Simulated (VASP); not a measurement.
# Ti (P6_3/mmc) in VASP: notebook

Ti is run at these levels: PBE; tasks: single point.

Everything below comes from runs of VASP 6.6.1. Logs are shortened: lines on timing, memory, paths and dates and some standing lists are left out, and cuts for length are marked.

## 1. The cell of the first run

The structure is hexagonal, space group P6_3/mmc (No. 194). Conventional cell: a = 2.939 Å, b = 2.939 Å, c = 4.656 Å, α = 90.00°, β = 90.00°, γ = 120.00°. Within 3.8 Å of Ti (site symmetry -6m2) lie 12 Ti at 2.88 to 2.94 Å.

## 2. Single point, PBE

Contents of INCAR:

```
SYSTEM = Ti
ALGO     = Normal         ! electronic algorithm
EDIFF    = 1E-6           ! SCF threshold, eV
ENCUT    = 520            ! plane-wave cutoff, eV
GGA      = PE             ! functional
ISIF     = 2              ! what is computed and relaxed
ISMEAR   = 1              ! smearing method
LASPH    = .True.         ! aspherical terms in the spheres
LCHARG   = .True.         ! write CHGCAR
LELF     = .True.         ! ELF
LREAL    = .False.        ! projectors in reciprocal space
LVHAR    = .True.       
LWAVE    = .False.        ! write WAVECAR
NBANDS   = 19             ! bands
NELM     = 100            ! most SCF steps
PREC     = Accurate       ! precision mode
SIGMA    = 1.0            ! smearing width, eV
```

Contents of KPOINTS:

```
k-points
0
Gamma
  12 12 7
  0 0 0
```

Contents of POSCAR:

```
Ti
1.0
    2.9390756844      0.0000000000      0.0000000000
   -1.4695378422      2.5453142064      0.0000000000
    0.0000000000      0.0000000000      4.6559893251
Ti
2
Direct
    0.3333333333      0.6666666667      0.2500000000
    0.6666666667      0.3333333333      0.7500000000
```

Potentials or basis: VASP PAW PBE potentials, release 64 (Ti_sv).

On the command line:

```sh
> cat potpaw_PBE.64/Ti_sv/POTCAR > POTCAR
> mpirun -np 1 vasp_std > vasp.out
```

OUTCAR:

```text
SYSTEM = Ti
   EDIFF = 1E-6
   ENCUT = 520
   GGA = PE
   ISIF = 2
   ISMEAR = 1
   LASPH = .True.
   LREAL = .False.
   NELM = 100
   PREC = Accurate

 ion  position               nearest neighbor table
   1  0.333  0.667  0.250-   2 2.88   2 2.88   2 2.88   2 2.88   2 2.88   2 2.88
   2  0.667  0.333  0.750-   1 2.88   1 2.88   1 2.88   1 2.88   1 2.88   1 2.88

  LATTYP: Found a hexagonal cell.
 ALAT       =     2.9390756844
 C/A-ratio  =     1.5841678899

  Lattice vectors:

 A1 = (   2.9390756844,   0.0000000000,   0.0000000000)
 A2 = (  -1.4695378422,   2.5453142064,   0.0000000000)
 A3 = (   0.0000000000,   0.0000000000,   4.6559893251)

Analysis of symmetry for initial positions (statically):
=====================================================================
 Subroutine PRICEL returns:
 Original cell was already a primitive cell.

 Routine SETGRP: Setting up the symmetry group for a
 hexagonal supercell.

 Subroutine GETGRP returns: Found 24 space group operations
 (whereof 12 operations were pure point group operations)
 out of a pool of 24 trial point group operations.

The static configuration has the point symmetry D_3d.
 The point group associated with its full space group is D_6h.

Analysis of symmetry for dynamics (positions and initial velocities):
=====================================================================
 Subroutine PRICEL returns:
 Original cell was already a primitive cell.

 Routine SETGRP: Setting up the symmetry group for a
 hexagonal supercell.

 Subroutine GETGRP returns: Found 24 space group operations
 (whereof 12 operations were pure point group operations)
 out of a pool of 24 trial point group operations.

The dynamic configuration has the point symmetry D_3d.
 The point group associated with its full space group is D_6h.

 Subroutine INISYM returns: Found 24 space group operations
 (whereof 12 operations are pure point group operations),
 and found     1 'primitive' translations

----------------------------------------------------------------------------------------

                                     Primitive cell

  volume of cell :      34.8309

  direct lattice vectors                    reciprocal lattice vectors
     2.939075684  0.000000000  0.000000000     0.340243024  0.196439402  0.000000000
    -1.469537842  2.545314206  0.000000000     0.000000000  0.392878804  0.000000000
     0.000000000  0.000000000  4.655989325     0.000000000  0.000000000  0.214777125

  length of vectors
     2.939075684  2.939075684  4.655989325     0.392878804  0.392878804  0.214777125

  position of ions in fractional coordinates (direct lattice)
     0.333333333  0.666666667  0.250000000
     0.666666667  0.333333333  0.750000000

  ion indices of the primitive-cell ions
   primitive index   ion index
                 1           1
                 2           2

----------------------------------------------------------------------------------------

 KPOINTS: k-points

Automatic generation of k-mesh.
 Grid dimensions read from file:
 generate k-points for:   12   12    7

 Generating k-lattice:

  Cartesian coordinates                     Fractional coordinates (reciprocal lattice)
     0.028353585  0.016369950  0.000000000     0.083333333  0.000000000  0.000000000
     0.000000000  0.032739900  0.000000000     0.000000000  0.083333333  0.000000000
     0.000000000  0.000000000  0.030682446     0.000000000  0.000000000  0.142857143

  Length of vectors
     0.032739900  0.032739900  0.030682446

  Shift w.r.t. Gamma in fractional coordinates (k-lattice)
     0.000000000  0.000000000  0.000000000

 Subroutine IBZKPT returns following result:
 ===========================================

 Found     76 irreducible k-points:

 Following reciprocal coordinates:
            Coordinates               Weight
  0.000000  0.000000  0.000000      1.000000
  0.083333  0.000000  0.000000      6.000000
  0.166667  0.000000  0.000000      6.000000
  0.250000  0.000000  0.000000      6.000000
  0.333333  0.000000  0.000000      6.000000
  0.416667  0.000000  0.000000      6.000000
[... 16 lines left out ...]
  0.250000  0.000000  0.142857     12.000000
  0.333333  0.000000  0.142857     12.000000
 [... further k-points ...]
   k-points           NKPTS =     76   k-points in BZ     NKDIM =     76   number of bands    NBANDS=     19
   number of dos      NEDOS =    301   number of ions     NIONS =      2
   total plane-waves  NPLWV =  20736
   dimension x,y,z NGX =    24 NGY =   24 NGZ =   36
   dimension x,y,z NGXF=    48 NGYF=   48 NGZF=   72
   ions per type =               2
   NGX,Y,Z   is equivalent  to a cutoff of  13.58, 13.58, 12.85 a.u.
   NGXF,Y,Z  is equivalent  to a cutoff of  27.15, 27.15, 25.71 a.u.
 SYSTEM =  Ti
   PREC   = accura    normal or accurate (medium, high low for compatibility)
   ISTART =      0    job   : 0-new  1-cont  2-samecut
   ICHARG =      2    charge: 1-file 2-atom 10-const
   ISPIN  =      1    spin polarized calculation?
   LNONCOLLINEAR =      F non collinear calculations
   LSORBIT =      F    spin-orbit coupling
   LASPH  =      T    aspherical Exc in radial PAW
   ENCUT  =  520.0 eV  38.22 Ry    6.18 a.u.   5.46  5.46  8.66*2*pi/ulx,y,z
   NELM   =    100;   NELMIN=  2; NELMDL= -5     # of ELM steps
   EDIFF  = 0.1E-05   stopping-criterion for ELM
   LREAL  =      F    real-space projection
   EDIFFG = 0.1E-04   stopping-criterion for IOM
   NSW    =      0    number of steps for IOM
   IBRION =     -1    ionic relax: 0-MD 1-quasi-New 2-CG
   NFREE  =      0    steps in history (QN), initial steepest desc. (CG)
   ISIF   =      2    stress and relaxation
   ISYM   =      2    0-nonsym 1-usesym 2-fastsym
   POTIM  = 0.5000    time-step for ionic-motion
   TEBEG  =    0.0;   TEEND  =   0.0 temperature during run
   PSTRESS=    0.0 pullay stress
   NELECT =      24.0000    total number of electrons
   NUPDOWN=      -1.0000    fix difference up-down
   EMIN   =  10.00;   EMAX   =-10.00  energy-range for DOS
   EFERMI =   0.00;   METHOD = LEGACY
   ISMEAR =     1;   SIGMA  =   1.00  broadening in eV -4-tet -1-fermi 0-gaus
   EFERMI_NEDOS =   21; number of points for ismear=-14 and -15
   IALGO  =     38    algorithm
   IMIX   =      4    mixing-type and parameters
     AMIX     =   0.40;   BMIX     =  1.00
     AMIX_MAG =   1.60;   BMIX_MAG =  1.00
  volume/ion in A,a.u.               =      17.42       117.53
  Fermi-wavevector in a.u.,A,eV,Ry     =   1.445963  2.732474 28.447185  2.090809
  Thomas-Fermi vector in A             =   2.564085
   LORBIT       =      0    0 simple, 1 ext, 2 COOP (PROOUT), +10 PAW based schemes
   GGA     = PE    functional components
   LHFCALC =     F    Hartree Fock is set to
   AEXX    =    0.0000 exact exchange contribution
   IVDW    =     0    specifies the selected vdW correction
   LEPSILON=     F    determine dielectric tensor
   LRPA    =     F    only Hartree local field effects (RPA)
 non-spin polarized calculation
 Methfessel and Paxton  Order N= 1 SIGMA  =   1.00
  energy-cutoff  :      520.00
  volume of cell :       34.83
 maximum number of plane-waves:       965
 NGX is ok and might be reduce to    24
   NGX = 11   NGY = 11   NGZ = 17

 number of electron      24.0000002 magnetization

 Free energy of the ion-electron system (eV)
  ---------------------------------------------------
  ext. energy  EPLUGINS =         0.00000000
  ---------------------------------------------------
  free energy    TOTEN  =       -15.59703501 eV

  energy without entropy =      -15.65420816  energy(sigma->0) =      -15.61609273

 E-fermi :   8.2399     XC(G=0): -11.4843

 val. band max:        8.2367988274   @ k =   0.0833   0.0833   0.0000
 cond. band min:       8.2545790880   @ k =   0.4167   0.1667   0.4286
 fundamental gap:      0.0177802606
 Fermi energy:         8.2399441541

 k-point     1 :       0.0000    0.0000    0.0000
  band No.  band energies     occupation
      1     -48.5482      2.00000
      2     -48.4132      2.00000
      3     -25.1009      2.00000
      4     -24.5123      2.00000
      5     -24.5123      2.00000
      6     -24.4127      2.00000
[... 11 lines left out ...]
     18       9.9439     -0.03675
     19      11.4663     -0.00005

 k-point     2 :       0.0833    0.0000    0.0000
  band No.  band energies     occupation
      1     -48.5414      2.00000
      2     -48.4105      2.00000
      3     -25.0858      2.00000
      4     -24.5431      2.00000
      5     -24.5226      2.00000
      6     -24.4448      2.00000
[... 11 lines left out ...]
     18       9.8372     -0.04638
     19      11.5229     -0.00004

 k-point     3 :       0.1667    0.0000    0.0000
  band No.  band energies     occupation
      1     -48.5226      2.00000
      2     -48.4036      2.00000
      3     -25.0426      2.00000
      4     -24.6278      2.00000
      5     -24.5498      2.00000
      6     -24.5306      2.00000
[... 11 lines left out ...]
     18      10.0282     -0.02978
     19      11.6416     -0.00002

 k-point     4 :       0.2500    0.0000    0.0000
  band No.  band energies     occupation
      1     -48.4958      2.00000
      2     -48.3953      2.00000
      3     -24.9777      2.00000
      4     -24.7448      2.00000
      5     -24.6440      2.00000
      6     -24.5855      2.00000
[... 11 lines left out ...]
     18      10.5382     -0.00544
     19      11.7526     -0.00001

 k-point     5 :       0.3333    0.0000    0.0000
  band No.  band energies     occupation
      1     -48.4666      2.00000
      2     -48.3890      2.00000
      3     -24.9015      2.00000
      4     -24.8626      2.00000
      5     -24.7532      2.00000
      6     -24.6199      2.00000
[... 11 lines left out ...]
     18      11.1124     -0.00037
     19      11.8289     -0.00000

 k-point     6 :       0.4167    0.0000    0.0000
  band No.  band energies     occupation
      1     -48.4423      2.00000
      2     -48.3873      2.00000
      3     -24.9491      2.00000
      4     -24.8310      2.00000
      5     -24.8305      2.00000
      6     -24.6445      2.00000
[... 11 lines left out ...]
     18      11.8424     -0.00000
     19      11.8701     -0.00000

 k-point     7 :       0.5000    0.0000    0.0000
  band No.  band energies     occupation
      1     -48.4320      2.00000
      2     -48.3881      2.00000
      3     -24.9807      2.00000
      4     -24.8590      2.00000
      5     -24.7970      2.00000
      6     -24.6534      2.00000
[... 11 lines left out ...]
     18      11.8827     -0.00000
     19      12.6580     -0.00000

 k-point     8 :       0.0833    0.0833    0.0000
  band No.  band energies     occupation
      1     -48.5287      2.00000
      2     -48.4057      2.00000
      3     -25.0566      2.00000
      4     -24.5946      2.00000
      5     -24.5553      2.00000
      6     -24.4917      2.00000
[... 256 lines left out ...]
 k-point    20 :       0.0000    0.0000    0.1429
  band No.  band energies     occupation
      1     -48.5416      2.00000
      2     -48.4200      2.00000
      3     -25.0673      2.00000
      4     -24.5074      2.00000
      5     -24.5074      2.00000
      6     -24.4342      2.00000
[... 11 lines left out ...]
     18      10.1257     -0.02272
     19      11.4733     -0.00005

 k-point    21 :       0.0833    0.0000    0.1429
  band No.  band energies     occupation
      1     -48.5350      2.00000
      2     -48.4171      2.00000
      3     -25.0543      2.00000
      4     -24.5373      2.00000
      5     -24.5174      2.00000
      6     -24.4690      2.00000
[... 11 lines left out ...]
     18      10.0788     -0.02596
     19      11.5192     -0.00004

 k-point    22 :       0.1667    0.0000    0.1429
  band No.  band energies     occupation
      1     -48.5168      2.00000
      2     -48.4096      2.00000
      3     -25.0179      2.00000
      4     -24.6189      2.00000
      5     -24.5550      2.00000
      6     -24.5439      2.00000
[... 11 lines left out ...]
     18      10.1244     -0.02281
     19      11.6137     -0.00002

 k-point    23 :       0.2500    0.0000    0.1429
  band No.  band energies     occupation
      1     -48.4908      2.00000
      2     -48.4003      2.00000
      3     -24.9688      2.00000
      4     -24.7273      2.00000
      5     -24.6658      2.00000
      6     -24.5787      2.00000
[... 11 lines left out ...]
     18      10.4864     -0.00666
     19      11.7003     -0.00001

 k-point    24 :       0.3333    0.0000    0.1429
  band No.  band energies     occupation
      1     -48.4628      2.00000
      2     -48.3929      2.00000
      3     -24.9433      2.00000
      4     -24.8122      2.00000
      5     -24.7634      2.00000
      6     -24.6123      2.00000
[... 11 lines left out ...]
     18      11.0162     -0.00062
     19      11.7630     -0.00001

 [... further k-points ...]

------------------------ aborting loop because EDIFF is reached ----------------------------------------

  FORCE on cell =-STRESS in cart. coord.  units (eV):
  Direction    XX          YY          ZZ          XY          YZ          ZX
  --------------------------------------------------------------------------------------
  -------------------------------------------------------------------------------------
  Total       -0.1669333     -0.1669333      0.0425198      0.0000000     -0.0000000      0.0000000
  in kB       -7.6787299     -7.6787299      1.9558574      0.0000000     -0.0000000      0.0000000
  external PRESSURE =      -4.4672008 kB  Pullay stress =       0.0000000 kB

 VOLUME and BASIS-vectors are now :
 -----------------------------------------------------------------------------
  energy-cutoff  :      520.00
  volume of cell :       34.83
      direct lattice vectors                 reciprocal lattice vectors
     2.939075684  0.000000000  0.000000000     0.340243024  0.196439402  0.000000000
    -1.469537842  2.545314206  0.000000000     0.000000000  0.392878804  0.000000000
     0.000000000  0.000000000  4.655989325     0.000000000  0.000000000  0.214777125

 POSITION                                       TOTAL-FORCE (eV/Angst)
 -----------------------------------------------------------------------------------
     -0.00000      1.69688      1.16400         0.000000     -0.000000      0.000000
      1.46954      0.84844      3.49199        -0.000000      0.000000      0.000000
 -----------------------------------------------------------------------------------
    total drift:                               -0.000000      0.000000     -0.000000

  FREE ENERGIE OF THE ION-ELECTRON SYSTEM (eV)
  ---------------------------------------------------
  free  energy   TOTEN  =       -15.5970350111 eV

  energy  without entropy=      -15.6542081583  energy(sigma->0) =      -15.61609273
```

Wall time 93 s (1 thread of AMD EPYC 7R13, shared host); peak memory 0.15 GiB.

What came out:

* Free energy: -15.5970 eV
* Pressure: -0.4 GPa
* Band gap on the k mesh: zero (bands 12 and 13 overlap by 1.06 eV)

Levels at points of the mesh, in eV from the Fermi level:
```
           k point  band 9  band 10  band 11  band 12  band 13  band 14  band 15  band 16
(0.00, 0.00, 0.00)   -6.14    -2.61     0.83     0.83     0.84     0.97     1.32     1.32
(0.50, 0.00, 0.00)   -2.28    -2.09    -1.76    -0.56     0.57     0.71     1.25     3.38
```

Caveat: so wide a smearing shifts energies and pressures.

## 3. Single point, PBE

Contents of INCAR:

```
SYSTEM = Ti
PREC = Accurate
ENCUT = 520
EDIFF = 1E-6
ISMEAR = -1
SIGMA = 0.1
LREAL = .FALSE.
LASPH = .TRUE.
NELM = 80
ALGO = Normal
ISIF = 2
LWAVE = .FALSE.
LCHARG = .FALSE.
GGA = PE
NBANDS = 19
```

Contents of KPOINTS:

```
regular mesh
0
G
  13 13 7
  0 0 0
```

POSCAR is that of step 2.

Potentials or basis: VASP PAW PBE potentials, release 64 (Ti_sv).

On the command line:

```sh
> cat potpaw_PBE.64/Ti_sv/POTCAR > POTCAR
> mpirun -np 1 vasp_std > vasp.out
```

It took 93 s on 1 thread of AMD EPYC 7R13, shared host; peak memory 0.15 GiB.

It converged, with:

```yaml
Free_energy: -15.7079 eV
Pressure: -0.2 GPa
Band_gap_on_the_k_mesh: zero (bands 12 and 13 overlap by 1.10 eV)
```

Levels at points of the mesh, in eV from the Fermi level:
```csv
k point,band 10,band 11,band 12,band 13,band 14,band 15
"(0.00, 0.00, 0.00)",-2.66,0.78,0.79,0.79,0.91,1.29
```

(Continued in part 2 of 2.)
